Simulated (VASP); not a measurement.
A run of VASP 6.6.1:

File INCAR:

```
ALGO = Normal
EDIFF = 1E-7
ENCUT = 520
GGA = PE
ISIF = 2
ISMEAR = -1
LASPH = True
LCHARG = True
LELF = True
LREAL = False
LVHAR = True
LWAVE = False
NBANDS = 8
NELM = 60
PREC = Accurate
SIGMA = 0.1
```

The input KPOINTS:

```
k-points
0
Gamma
  15 15 15
```

The input POSCAR:

```
Al
1.0
   -1.6188655558      1.6188655558      1.6188655558
    1.6188655558     -1.6188655558      1.6188655558
    1.6188655558      1.6188655558     -1.6188655558
Al
1
Direct
    0.0000000000      0.0000000000      0.0000000000
```

Potentials or basis: VASP PAW PBE potentials, release 64 (Al).

Launch:

```sh
$ cat potpaw_PBE.64/Al/POTCAR > POTCAR
$ mpirun -np 1 vasp_std > vasp.out
```

Hardware: 1 thread of Intel(R) Xeon(R) Platinum 8488C (Sapphire Rapids), with other jobs on the host.

Task: How long does it take, and how much memory?

Result: Run time: 8.1 s on 1 thread of Intel(R) Xeon(R) Platinum 8488C (Sapphire Rapids) (shared host), peak memory 0.14 GiB. Counts: scf iterations 11, k points 120.
